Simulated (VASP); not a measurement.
# SiC (b) (F-43m) in VASP: single point with PBE

Aim: the single point of SiC (b) with PBE.

Everything below comes from runs of VASP 6.6.1. Logs are shortened: lines on timing, memory, paths and dates and some standing lists are left out, and cuts for length are marked.

## 1. The cell of the first run

It takes space group F-43m (No. 216, cubic). Conventional cell: a = 4.380 Å, b = 4.380 Å, c = 4.380 Å, α = 90.00°, β = 90.00°, γ = 90.00°. Si (site symmetry -43m) has 4 C at 1.90 Å within 2.5 Å. Within 2.5 Å of C (site symmetry -43m) lie 4 Si at 1.90 Å.

## 2. Single point, PBE

Contents of INCAR:

```
PREC = Accurate
ENCUT = 600
EDIFF = 1E-6
ISMEAR = 0
SIGMA = 0.02
LREAL = F
LASPH = T
NELM = 120
ALGO = Normal
ISIF = 2
LWAVE = F
LCHARG = F
GGA = PE
NBANDS = 11
GGA_COMPAT = F
```

Contents of KPOINTS:

```
Automatic mesh
0
Gamma
  10 10 10
```

Contents of POSCAR:

```
SiC
1.0
    0.0000000000      2.1898716704      2.1898716704
    2.1898716704      0.0000000000      2.1898716704
    2.1898716704      2.1898716704      0.0000000000
Si C
1 1
Direct
    0.0000000000      0.0000000000      0.0000000000
    0.2500000000      0.2500000000      0.2500000000
```

Potentials or basis: VASP PAW PBE potentials, release 64 (Si, C).

Started as:

```bash
cat potpaw_PBE.64/Si/POTCAR potpaw_PBE.64/C/POTCAR > POTCAR
mpirun -np 1 vasp_std > vasp.out
```

OUTCAR:

```text
PREC = Accurate
   ENCUT = 600
   EDIFF = 1E-6
   ISMEAR = 0
   LREAL = F
   LASPH = T
   NELM = 120
   ISIF = 2
   GGA = PE

 ion  position               nearest neighbor table
   1  0.000  0.000  0.000-   2 1.90   2 1.90   2 1.90   2 1.90
   2  0.250  0.250  0.250-   1 1.90   1 1.90   1 1.90   1 1.90

  LATTYP: Found a face centered cubic cell.
 ALAT       =     4.3797433408

  Lattice vectors:

 A1 = (   0.0000000000,   2.1898716704,   2.1898716704)
 A2 = (   2.1898716704,   0.0000000000,   2.1898716704)
 A3 = (   2.1898716704,   2.1898716704,   0.0000000000)

Analysis of symmetry for initial positions (statically):
=====================================================================
 Subroutine PRICEL returns:
 Original cell was already a primitive cell.

 Routine SETGRP: Setting up the symmetry group for a
 face centered cubic supercell.

 Subroutine GETGRP returns: Found 24 space group operations
 (whereof 24 operations were pure point group operations)
 out of a pool of 48 trial point group operations.

The static configuration has the point symmetry T_d .

Analysis of symmetry for dynamics (positions and initial velocities):
=====================================================================
 Subroutine PRICEL returns:
 Original cell was already a primitive cell.

 Routine SETGRP: Setting up the symmetry group for a
 face centered cubic supercell.

 Subroutine GETGRP returns: Found 24 space group operations
 (whereof 24 operations were pure point group operations)
 out of a pool of 48 trial point group operations.

The dynamic configuration has the point symmetry T_d .

 Subroutine INISYM returns: Found 24 space group operations
 (whereof 24 operations are pure point group operations),
 and found     1 'primitive' translations

----------------------------------------------------------------------------------------

                                     Primitive cell

  volume of cell :      21.0032

  direct lattice vectors                    reciprocal lattice vectors
     0.000000000  2.189871670  2.189871670    -0.228323882  0.228323882  0.228323882
     2.189871670  0.000000000  2.189871670     0.228323882 -0.228323882  0.228323882
     2.189871670  2.189871670  0.000000000     0.228323882  0.228323882 -0.228323882

  length of vectors
     3.096946216  3.096946216  3.096946216     0.395468564  0.395468564  0.395468564

  position of ions in fractional coordinates (direct lattice)
     0.000000000  0.000000000  0.000000000
     0.250000000  0.250000000  0.250000000

  ion indices of the primitive-cell ions
   primitive index   ion index
                 1           1
                 2           2

----------------------------------------------------------------------------------------

 KPOINTS: Automatic mesh

Automatic generation of k-mesh.
 Grid dimensions read from file:
 generate k-points for:   10   10   10

 Generating k-lattice:

  Cartesian coordinates                     Fractional coordinates (reciprocal lattice)
    -0.022832388  0.022832388  0.022832388     0.100000000  0.000000000  0.000000000
     0.022832388 -0.022832388  0.022832388     0.000000000  0.100000000  0.000000000
     0.022832388  0.022832388 -0.022832388     0.000000000  0.000000000  0.100000000

  Length of vectors
     0.039546856  0.039546856  0.039546856

  Shift w.r.t. Gamma in fractional coordinates (k-lattice)
     0.000000000  0.000000000  0.000000000

 Subroutine IBZKPT returns following result:
 ===========================================

 Found     47 irreducible k-points:

 Following reciprocal coordinates:
            Coordinates               Weight
  0.000000  0.000000  0.000000      1.000000
  0.100000  0.000000  0.000000      8.000000
  0.200000  0.000000  0.000000      8.000000
  0.300000  0.000000  0.000000      8.000000
  0.400000  0.000000  0.000000      8.000000
  0.500000  0.000000  0.000000      4.000000
[... 16 lines left out ...]
  0.300000  0.300000  0.000000      6.000000
  0.400000  0.300000  0.000000     24.000000
 [... further k-points ...]
   k-points           NKPTS =     47   k-points in BZ     NKDIM =     47   number of bands    NBANDS=     11
   number of dos      NEDOS =    301   number of ions     NIONS =      2
   total plane-waves  NPLWV =  21952
   dimension x,y,z NGX =    28 NGY =   28 NGZ =   28
   dimension x,y,z NGXF=    56 NGYF=   56 NGZF=   56
   ions per type =               1   1
   NGX,Y,Z   is equivalent  to a cutoff of  15.03, 15.03, 15.03 a.u.
   NGXF,Y,Z  is equivalent  to a cutoff of  30.06, 30.06, 30.06 a.u.
 SYSTEM =  unknown system
   PREC   = accura    normal or accurate (medium, high low for compatibility)
   ISTART =      0    job   : 0-new  1-cont  2-samecut
   ICHARG =      2    charge: 1-file 2-atom 10-const
   ISPIN  =      1    spin polarized calculation?
   LNONCOLLINEAR =      F non collinear calculations
   LSORBIT =      F    spin-orbit coupling
   LASPH  =      T    aspherical Exc in radial PAW
   ENCUT  =  600.0 eV  44.10 Ry    6.64 a.u.   6.19  6.19  6.19*2*pi/ulx,y,z
   NELM   =    120;   NELMIN=  2; NELMDL= -5     # of ELM steps
   EDIFF  = 0.1E-05   stopping-criterion for ELM
   LREAL  =      F    real-space projection
   EDIFFG = 0.1E-04   stopping-criterion for IOM
   NSW    =      0    number of steps for IOM
   IBRION =     -1    ionic relax: 0-MD 1-quasi-New 2-CG
   NFREE  =      0    steps in history (QN), initial steepest desc. (CG)
   ISIF   =      2    stress and relaxation
   ISYM   =      2    0-nonsym 1-usesym 2-fastsym
   POTIM  = 0.5000    time-step for ionic-motion
   TEBEG  =    0.0;   TEEND  =   0.0 temperature during run
   PSTRESS=    0.0 pullay stress
   NELECT =       8.0000    total number of electrons
   NUPDOWN=      -1.0000    fix difference up-down
   EMIN   =  10.00;   EMAX   =-10.00  energy-range for DOS
   EFERMI =   0.00;   METHOD = LEGACY
   ISMEAR =     0;   SIGMA  =   0.02  broadening in eV -4-tet -1-fermi 0-gaus
   EFERMI_NEDOS =   21; number of points for ismear=-14 and -15
   IALGO  =     38    algorithm
   IMIX   =      4    mixing-type and parameters
     AMIX     =   0.40;   BMIX     =  1.00
     AMIX_MAG =   1.60;   BMIX_MAG =  1.00
  volume/ion in A,a.u.               =      10.50        70.87
  Fermi-wavevector in a.u.,A,eV,Ry     =   1.186705  2.242548 19.160665  1.408269
  Thomas-Fermi vector in A             =   2.322872
   LORBIT       =      0    0 simple, 1 ext, 2 COOP (PROOUT), +10 PAW based schemes
   GGA     = PE    functional components
   LHFCALC =     F    Hartree Fock is set to
   AEXX    =    0.0000 exact exchange contribution
   IVDW    =     0    specifies the selected vdW correction
   LEPSILON=     F    determine dielectric tensor
   LRPA    =     F    only Hartree local field effects (RPA)
 non-spin polarized calculation
 Gauss-broadening in eV      SIGMA  =   0.02
  energy-cutoff  :      600.00
  volume of cell :       21.00
 maximum number of plane-waves:       725
 NGX is ok and might be reduce to    28
   NGX = 13   NGY = 13   NGZ = 13

 number of electron       8.0000000 magnetization

 Free energy of the ion-electron system (eV)
  ---------------------------------------------------
  ext. energy  EPLUGINS =         0.00000000
  ---------------------------------------------------
  free energy    TOTEN  =       -15.06218781 eV

  energy without entropy =      -15.06218781  energy(sigma->0) =      -15.06218781

 E-fermi :   8.0343     XC(G=0): -11.2911

 val. band max:        7.9395627595   @ k =   0.0000   0.0000   0.0000
 cond. band min:       9.3106112279   @ k =   0.5000   0.5000   0.0000
 fundamental gap:      1.3710484684
 Fermi energy:         8.0343366354

 k-point     1 :       0.0000    0.0000    0.0000
  band No.  band energies     occupation
      1      -7.3468      2.00000
      2       7.9396      2.00000
      3       7.9396      2.00000
      4       7.9396      2.00000
      5      13.9982      0.00000
      6      15.1446      0.00000
      7      15.1446      0.00000
      8      15.1446      0.00000
      9      22.3600      0.00000
     10      22.3600      0.00000
     11      24.1899      0.00000

 k-point     2 :       0.1000    0.0000    0.0000
  band No.  band energies     occupation
      1      -7.1538      2.00000
      2       6.9330      2.00000
      3       7.8063      2.00000
      4       7.8063      2.00000
      5      14.2812      0.00000
      6      15.3857      0.00000
      7      15.3857      0.00000
      8      15.3994      0.00000
      9      21.4261      0.00000
     10      21.4261      0.00000
     11      24.0908      0.00000

 k-point     3 :       0.2000    0.0000    0.0000
  band No.  band energies     occupation
      1      -6.5834      2.00000
      2       4.8278      2.00000
      3       7.5006      2.00000
      4       7.5006      2.00000
      5      14.0115      0.00000
      6      15.7482      0.00000
      7      15.7482      0.00000
      8      16.5842      0.00000
      9      20.7660      0.00000
     10      20.7660      0.00000
     11      23.2145      0.00000

 k-point     4 :       0.3000    0.0000    0.0000
  band No.  band energies     occupation
      1      -5.6716      2.00000
      2       2.5378      2.00000
      3       7.1857      2.00000
      4       7.1857      2.00000
      5      13.6031      0.00000
      6      15.6302      0.00000
      7      15.6302      0.00000
      8      17.5759      0.00000
      9      21.5622      0.00000
     10      21.5622      0.00000
     11      22.9274      0.00000
[... 239 lines left out ...]
 k-point    22 :      -0.2000    0.2000    0.0000
  band No.  band energies     occupation
      1      -5.3655      2.00000
      2       3.1625      2.00000
      3       4.7518      2.00000
      4       7.2925      2.00000
      5      14.4255      0.00000
      6      15.8198      0.00000
      7      16.2211      0.00000
      8      16.9759      0.00000
      9      19.4073      0.00000
     10      23.2140      0.00000
     11      26.9250      0.00000

 k-point    23 :       0.3000    0.3000    0.0000
  band No.  band energies     occupation
      1      -5.1022      2.00000
      2       3.5857      2.00000
      3       5.5988      2.00000
      4       5.5988      2.00000
      5      11.0841      0.00000
      6      13.4957      0.00000
      7      19.3279      0.00000
      8      19.3279      0.00000
      9      20.1788      0.00000
     10      24.9165      0.00000
     11      29.4715      0.00000

 k-point    24 :       0.4000    0.3000    0.0000
  band No.  band energies     occupation
      1      -4.2453      2.00000
      2       2.3763      2.00000
      3       4.8185      2.00000
      4       5.3386      2.00000
      5      10.7984      0.00000
      6      13.5027      0.00000
      7      19.4019      0.00000
      8      19.7306      0.00000
      9      21.5328      0.00000
     10      25.8800      0.00000
     11      28.9669      0.00000

 [... further k-points ...]
[... 5 lines left out ...]
  --------------------------------------------------------------------------------------
  -------------------------------------------------------------------------------------
  Total       -0.0242537     -0.0242537     -0.0242537      0.0000000      0.0000000      0.0000000
  in kB       -1.8501306     -1.8501306     -1.8501306      0.0000000      0.0000000      0.0000000
  external PRESSURE =      -1.8501306 kB  Pullay stress =       0.0000000 kB

 VOLUME and BASIS-vectors are now :
 -----------------------------------------------------------------------------
  energy-cutoff  :      600.00
  volume of cell :       21.00
      direct lattice vectors                 reciprocal lattice vectors
     0.000000000  2.189871670  2.189871670    -0.228323882  0.228323882  0.228323882
     2.189871670  0.000000000  2.189871670     0.228323882 -0.228323882  0.228323882
     2.189871670  2.189871670  0.000000000     0.228323882  0.228323882 -0.228323882

 POSITION                                       TOTAL-FORCE (eV/Angst)
 -----------------------------------------------------------------------------------
      0.00000      0.00000      0.00000        -0.000000     -0.000000      0.000000
      1.09494      1.09494      1.09494         0.000000      0.000000     -0.000000
 -----------------------------------------------------------------------------------
    total drift:                               -0.000000     -0.000000     -0.000000

  FREE ENERGIE OF THE ION-ELECTRON SYSTEM (eV)
  ---------------------------------------------------
  free  energy   TOTEN  =       -15.0621878063 eV

  energy  without entropy=      -15.0621878063  energy(sigma->0) =      -15.06218781
```

Wall time 24 s (1 thread of Intel Xeon Platinum 8259CL at 2.50GHz (Skylake/Cascade Lake), shared host); peak memory 0.15 GiB.

What came out:

```yaml
Free_energy: -15.0622 eV
Pressure: -0.2 GPa
Band_gap_on_the_k_mesh: 1.37 eV, indirect (least direct gap 4.53 eV)
```

Levels at points of the mesh, in eV from the valence-band top:
| k point | band 1 | band 2 | band 3 | band 4 | band 5 | band 6 | band 7 | band 8 | band 9 |
| --- | --- | --- | --- | --- | --- | --- | --- | --- | --- |
| (0.00, 0.00, 0.00) | -15.29 | 0.00 | 0.00 | 0.00 | 6.06 | 7.21 | 7.21 | 7.21 | 14.42 |
| (0.50, 0.00, 0.00) | -11.78 | -8.45 | -1.05 | -1.05 | 5.30 | 7.17 | 7.17 | 9.97 | 16.02 |
| (0.50, 0.50, 0.00) | -10.34 | -7.75 | -3.16 | -3.16 | 1.37 | 4.27 | 13.86 | 13.86 | 14.59 |
